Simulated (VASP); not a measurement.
Here is a VASP 6.6.1 calculation.

The input POSCAR:

```
RbBr
1.0
    0.0807435012      3.9502403659      3.9502403659
    3.9502403659      0.0807435012      3.9502403659
    3.9502403659      3.9502403659      0.0807435012
Rb Br
1 1
Direct
    0.0022797637      0.0022797637      0.0022797637
    0.2477202363      0.2477202363      0.2477202363
```

Contents of INCAR.step1:

```
PREC     = Accurate       # precision mode
ENCUT    = 520            # plane-wave cutoff, eV
EDIFF    = 1E-5           # SCF threshold, eV
ISMEAR   = 0              # smearing method
SIGMA    = 0.01           # smearing width, eV
LREAL    = F              # projectors in reciprocal space
LASPH    = T              # aspherical terms in the spheres
NELM     = 100            # most SCF steps
ALGO     = Normal         # electronic algorithm
ISIF     = 2              # what is computed and relaxed
LWAVE    = T              # write WAVECAR
LCHARG   = F              # write CHGCAR
NBANDS   = 15             # bands
GGA      = PE             # functional
```

File INCAR.step2:

```
PREC     = Accurate       # precision mode
ENCUT    = 520            # plane-wave cutoff, eV
EDIFF    = 1E-6           # SCF threshold, eV
ISMEAR   = 0              # smearing method
SIGMA    = 0.01           # smearing width, eV
LREAL    = F              # projectors in reciprocal space
LASPH    = T              # aspherical terms in the spheres
NELM     = 100            # most SCF steps
ALGO     = Normal         # electronic algorithm
ISIF     = 2              # what is computed and relaxed
LWAVE    = F              # write WAVECAR
LCHARG   = F              # write CHGCAR
GGA      = PE             # functional
LHFCALC  = T              # exact exchange
HFSCREEN = 0.2079         # screening, 1/A
PRECFOCK = Normal       
NBANDS   = 15             # bands
ISTART   = 1
```

File KPOINTS:

```
regular mesh
0
Gamma
  4 4 4
```

Potentials or basis: VASP PAW PBE potentials, release 64 (Rb_sv, Br).

Launch:

```sh
$ cat potpaw_PBE.64/Rb_sv/POTCAR potpaw_PBE.64/Br/POTCAR > POTCAR
$ cp INCAR.step1 INCAR
$ mpirun -np 1 vasp_std > vasp.out
$ cp INCAR.step2 INCAR
$ mpirun -np 1 vasp_std > vasp.out
```

Q: Predict the pressure.

A: -0.2 GPa.

Q: Predict the largest force.

A: 0.006 eV/Å.

Forces in eV/Å, atoms in the order of the input:
```
Rb  -0.003 -0.003 -0.003
Br   0.003  0.003  0.003
```

Caveat: the cell differs from its parent crystal (strain along [111] +3.1%); the PAW data sets were made with another functional, which shifts forces and pressure a little.
